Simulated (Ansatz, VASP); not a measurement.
## One calculation of Ti2O3, two programs

File POSCAR:

```
Ti2O3
1.0
    2.5745011249      1.4863889175      4.5473300000
   -2.5745011249      1.4863889175      4.5473300000
    0.0000000000     -2.9727778350      4.5473300000
Ti O
4 6
Direct
    0.8450000000      0.8450000000      0.8450000000
    0.6550000000      0.6550000000      0.6550000000
    0.1550000000      0.1550000000      0.1550000000
    0.3450000000      0.3450000000      0.3450000000
    0.0670000000      0.4330000000      0.7500000000
    0.7500000000      0.0670000000      0.4330000000
    0.4330000000      0.7500000000      0.0670000000
    0.9330000000      0.5670000000      0.2500000000
    0.2500000000      0.9330000000      0.5670000000
    0.5670000000      0.2500000000      0.9330000000
```

INCAR.step1

```
SYSTEM = Ti2O3
PREC     = Accurate       ! precision mode
ENCUT    = 520            ! plane-wave cutoff, eV
ISMEAR   = 0              ! smearing method
SIGMA    = 0.1            ! smearing width, eV
LREAL    = .False.        ! projectors in reciprocal space
LASPH    = .True.         ! aspherical terms in the spheres
NELM     = 150            ! most SCF steps
ISPIN    = 2              ! spin polarisation
MAGMOM   = 1 1 1 1 0 0 0 0 0 0 ! initial moments
LMAXMIX  = 4              ! l up to which the mixer works
NBANDS   = 57             ! bands
GGA      = PE             ! functional
ALGO     = Normal         ! electronic algorithm
EDIFF    = 1E-4           ! SCF threshold, eV
LWAVE    = .True.         ! write WAVECAR
LCHARG   = .False.        ! write CHGCAR
```

Contents of INCAR.step2:

```
SYSTEM = Ti2O3
PREC     = Accurate       ! precision mode
ENCUT    = 520            ! plane-wave cutoff, eV
EDIFF    = 1E-6           ! SCF threshold, eV
ISMEAR   = 0              ! smearing method
SIGMA    = 0.1            ! smearing width, eV
LREAL    = .False.        ! projectors in reciprocal space
LASPH    = .True.         ! aspherical terms in the spheres
NELM     = 150            ! most SCF steps
ALGO     = Normal         ! electronic algorithm
ISIF     = 2              ! what is computed and relaxed
LWAVE    = .False.        ! write WAVECAR
LCHARG   = .False.        ! write CHGCAR
ISPIN    = 2              ! spin polarisation
MAGMOM   = 1 1 1 1 0 0 0 0 0 0 ! initial moments
LORBIT   = 11             ! projections on sites
LMAXMIX  = 4              ! l up to which the mixer works
METAGGA  = R2SCAN         ! meta-GGA
LMIXTAU  = .True.       
NBANDS   = 57             ! bands
ISTART   = 1
```

KPOINTS

```
Automatic mesh
0
Gamma
  6 6 6
  0 0 0
```

Input for Ansatz:

```yaml
crystal:
  lattice:
    - [2.5745011249, 1.4863889175, 4.54733]
    - [-2.5745011249, 1.4863889175, 4.54733]
    - [0.0, -2.972777835, 4.54733]
  atoms:
    - { symbol: Ti, position: [0.845, 0.845, 0.845], spin: 1.0 }
    - { symbol: Ti, position: [0.655, 0.655, 0.655], spin: 1.0 }
    - { symbol: Ti, position: [0.155, 0.155, 0.155], spin: 1.0 }
    - { symbol: Ti, position: [0.345, 0.345, 0.345], spin: 1.0 }
    - { symbol: O, position: [0.067, 0.433, 0.75] }
    - { symbol: O, position: [0.75, 0.067, 0.433] }
    - { symbol: O, position: [0.433, 0.75, 0.067] }
    - { symbol: O, position: [0.933, 0.567, 0.25] }
    - { symbol: O, position: [0.25, 0.933, 0.567] }
    - { symbol: O, position: [0.567, 0.25, 0.933] }
basis:
  ecutwfc: 500
kpoints:
  mp_grid: { grid: [6, 6, 6] }
hamiltonian:
  xc: r2scan
scf:
  occupations: { method: gaussian, width: 0.1 }
  lower_state_search: "off"
output:
  forces: true
  stress: true
  eigenvalues: true
  populations: true
magnetization:
  spin_polarized: true
```

Alike in both runs: task single point; functional r2SCAN; k mesh 6 × 6 × 6; occupations gaussian, width 0.1 eV; collinear spin.

|  | VASP | Ansatz |
| --- | --- | --- |
| version | VASP 6.6.1 | Ansatz 0.2.0 |
| potentials or method | VASP PAW PBE potentials, release 64 (Ti_sv, O), cutoff 520 eV | scalar-relativistic, plane waves, PAW |
| valence electrons in the cell | 84 | 84 |

|  | VASP | Ansatz | Ansatz less VASP |
| --- | --- | --- | --- |
| gap on the k mesh at the Fermi level (eV) | none | none | - |
| pressure (GPa) | -1.8 | -3.4 | -1.59 |
| traceless stress, the component that is largest in VASP (GPa) | 1.69 | 1.61 | -0.081 |
| rms of the force components (eV/Å) | 0.094 | 0.115 | +0.0205 |
| net moment per atom (μB) | 0.00 | 0.00 | 0.000 |

VASP's potentials were made for PBE, not for r2SCAN. Atom by atom the forces differ by 0.023 eV/Å (rms over components). A gap of «none» marks a metal or a gap that the smearing closes. The functional is the same, so the differences come from potentials, cutoffs and numerics. Ansatz's warnings: seeded moment not kept, stability check not made.
